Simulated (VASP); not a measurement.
Set up this calculation in VASP 6.6.1, as the native input.

* Task: single point
* Functional: PBE
* Potentials or basis: VASP PAW PBE potentials, release 64 (Al)
* Cutoff: 520 eV
* k mesh: 6 × 6 × 6
* Occupations: gaussian, width 0.1 eV
* Spin: no spin polarisation
* Dipole correction: no
* Further INCAR settings: ALGO = Fast; EDIFF = 1e-06; NBANDS = 12

The structure of Al lies in POSCAR:

```
Al
1.0
    3.2724920100      0.0000000000      0.0000000000
    0.0000000000      3.2724920100      0.0000000000
    0.0000000000      0.0000000000      3.2724920100
Al
3
Direct
    0.0000000000      0.5000000000      0.5000000000
    0.5000000000      0.0000000000      0.5000000000
    0.5000000000      0.5000000000      0.0000000000
```

The input as run:

INCAR

```
  ALGO = Fast
  EDIFF = 1E-6
  ENCUT = 520
  GGA = PE
  ISIF = 2
  ISMEAR = 0
  LASPH = T
  LCHARG = T
  LELF = T
  LREAL = F
  LVHAR = T
  LWAVE = F
  NBANDS = 12
  NELM = 80
  PREC = Accurate
  SIGMA = 0.1
```

KPOINTS

```
k-points
0
Gamma
  6 6 6
```

Potentials or basis: VASP PAW PBE potentials, release 64 (Al).

The run is started by

```console
$ cat potpaw_PBE.64/Al/POTCAR > POTCAR
$ mpirun -np 1 vasp_std > vasp.out
```

It gave:

```json
{
  "Pressure": "103.5 GPa"
}
```

It used 8.3 s of CPU time on 1 thread of Intel Xeon 8259CL (shared host).
